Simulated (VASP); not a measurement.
A run of VASP 6.6.1 is set up as follows.

File INCAR:

```
SYSTEM = Ru
PREC = Accurate ; ENCUT = 500
EDIFF = 1E-7 ; ISMEAR = 0
SIGMA = 0.2 ; LREAL = .FALSE.
LASPH = .TRUE. ; NELM = 120
ALGO = Normal ; ISIF = 3
LWAVE = .FALSE. ; LCHARG = .FALSE.
GGA = PE ; IBRION = 2
NSW = 80 ; EDIFFG = -0.001
GGA_COMPAT = .FALSE. ; NELMIN = 4
```

KPOINTS

```
Automatic mesh
0
G
  18 18 12
  0 0 0
```

The input POSCAR:

```
Ru
1.0
    2.7058000000      0.0000000000      0.0000000000
   -1.3529000000      2.3432915376      0.0000000000
    0.0000000000      0.0000000000      4.2819000000
Ru
2
Direct
    0.3333333333      0.6666666667      0.2500000000
    0.6666666667      0.3333333333      0.7500000000
```

Potentials or basis: VASP PAW PBE potentials, release 64 (Ru_pv).

Run with:

```bash
$ cat potpaw_PBE.64/Ru_pv/POTCAR > POTCAR
$ mpirun -np 1 vasp_std > vasp.out
```

**Question.** Estimate the space group after relaxing (to 0.1 Å).

**Answer.** P6_3/mmc (No. 194).

**Question.** Estimate the relaxed cell.

**Answer.** a = 2.721 Å, b = 2.721 Å, c = 4.294 Å, α = 90.00°, β = 90.00°, γ = 120.00°.

**Question.** Estimate the relaxed volume.

**Answer.** 13.77 Å³/atom.

Final structure:
```
Ru
1.0
     2.72104    0.00000    0.00000
    -1.36052    2.35649    0.00000
     0.00000    0.00000    4.29419
Ru
2
Direct
  0.33333 0.66667 0.25000
  0.66667 0.33333 0.75000
```

PBE usually gives volumes a little too large and moduli too small. Zero-point motion and thermal expansion aren't in these numbers.
